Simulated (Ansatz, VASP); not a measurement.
**NaI in VASP and in Ansatz**

```
CELL_PARAMETERS angstrom
0.00000 3.18677 3.18677
3.18677 0.00000 3.18677
3.18677 3.18677 0.00000
ATOMIC_POSITIONS crystal
Na 0.00000 0.00000 0.00000
I 0.50000 0.50000 0.50000
```

Change from the starting cell: hydrostatic strain -1.3%.

Alike in both runs: task single point; functional PBE; k mesh 8 × 8 × 8; occupations fermi-dirac, width 0.02 eV; no spin polarisation.

|  | VASP | Ansatz |
| --- | --- | --- |
| version | VASP 6.6.1 | Ansatz 0.2.0 |
| potentials or method | VASP PAW PBE potentials, release 64 (Na_pv, I) | plane waves, PAW |
| plane-wave cutoff (eV) | 520 | 420 |
| valence electrons in the cell | 14 | 26 |

|  | VASP | Ansatz | Ansatz less VASP |
| --- | --- | --- | --- |
| gap on the k mesh at the Fermi level (eV) | 3.77 | 3.77 | +0.004 |
| pressure (GPa) | 1.3 | 1.3 | -0.03 |

VASP's potentials hold 14 valence electrons a cell and Ansatz's 26, so a difference there can come from the potentials and not from the codes.

Neither program's run includes spin-orbit coupling.
